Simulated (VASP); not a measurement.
Here is a VASP 6.6.1 calculation.

Contents of INCAR:

```
SYSTEM = Y
  ALGO = Normal
  EDIFF = 1E-6
  ENCUT = 520
  GGA = PS
  ISIF = 2
  ISMEAR = -1
  ISYM = 0
  LASPH = .TRUE.
  LCHARG = .FALSE.
  LREAL = .FALSE.
  LWAVE = .FALSE.
  NBANDS = 18
  NELM = 80
  PREC = Accurate
  SIGMA = 0.1
```

File KPOINTS:

```
k-points
0
G
  10 10 7
  0 0 0
```

The input POSCAR:

```
Y
1.0
   -1.9819992405      2.4201169784      1.7701620851
    2.4201169784     -1.9819992405      1.7701620851
    3.9079040400      3.9079040400     -0.9677486458
Y
2
Direct
    0.0416578805      0.9583421195      1.0000000000
    0.7083421195      0.2916578805      0.5000000000
```

Potentials or basis: VASP PAW PBE potentials, release 64 (Y_sv).

Command:

```bash
$ cat potpaw_PBE.64/Y_sv/POTCAR > POTCAR
$ mpirun -np 1 vasp_std > vasp.out
```

Q: What does it give for the band gap on the k mesh?

A: Zero (band 11 reaches 4.18 eV, above the bottom of band 12 at 2.63 eV).

Q: Estimate the pressure.

A: -0.1 GPa.

Caveat: the PAW data sets were made with another functional, which shifts forces and pressure a little.
